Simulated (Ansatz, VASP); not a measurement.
One calculation of SnTe, two programs

Contents of POSCAR:

```
SnTe
1.0
    0.0000000000      3.2518821143      3.2518821143
    3.2518821143      0.0000000000      3.2518821143
    3.2518821143      3.2518821143      0.0000000000
Sn Te
1 1
Direct
    0.0000000000      0.0000000000      0.0000000000
    0.5000000000      0.5000000000      0.5000000000
```

INCAR.step1

```
  PREC = Accurate
  ENCUT = 520
  ISMEAR = -1
  SIGMA = 0.02
  LREAL = False
  LASPH = True
  NELM = 80
  NBANDS = 17
  GGA = PE
  ALGO = Normal
  EDIFF = 1E-4
  LWAVE = True
  LCHARG = False
```

The input INCAR.step2:

```
  PREC = Accurate
  ENCUT = 520
  EDIFF = 1E-6
  ISMEAR = -1
  SIGMA = 0.02
  LREAL = False
  LASPH = True
  NELM = 80
  ALGO = Normal
  ISIF = 2
  LWAVE = False
  LCHARG = False
  METAGGA = R2SCAN
  LMIXTAU = True
  NBANDS = 17
  ISTART = 1
```

Contents of KPOINTS:

```
Automatic mesh
0
Gamma
  6 6 6
```

Input for Ansatz:

```yaml
crystal:
  lattice:
    - [0.0, 3.2518821143, 3.2518821143]
    - [3.2518821143, 0.0, 3.2518821143]
    - [3.2518821143, 3.2518821143, 0.0]
  atoms:
    - { symbol: Sn, position: [0.0, 0.0, 0.0] }
    - { symbol: Te, position: [0.5, 0.5, 0.5] }
kpoints:
  mp_grid: { grid: [6, 6, 6] }
hamiltonian:
  xc: r2scan
scf:
  occupations: { method: fermi_dirac, width: 0.02 }
  n_extra_bands: 4
output:
  forces: true
  stress: true
  eigenvalues: true
```

Alike in both runs: task single point; functional r2SCAN; k mesh 6 × 6 × 6; occupations fermi-dirac, width 0.02 eV; no spin polarisation.

|  | VASP | Ansatz |
| --- | --- | --- |
| version | VASP 6.6.1 | Ansatz 0.2.0 |
| potentials or method | VASP PAW PBE potentials, release 64 (Sn_d, Te) | plane waves, PAW |
| plane-wave cutoff (eV) | 520 | 500 |
| valence electrons in the cell | 20 | 30 |

|  | VASP | Ansatz | Ansatz less VASP |
| --- | --- | --- | --- |
| pressure (GPa) | -2.3 | -2.3 | 0.00 |

VASP's potentials were made for PBE, not for r2SCAN. With one functional, cell and mesh, what is left measures potentials, basis and numerics. VASP's potentials hold 20 valence electrons a cell and Ansatz's 30, so a difference there can come from the potentials and not from the codes.

Neither program's run includes spin-orbit coupling.
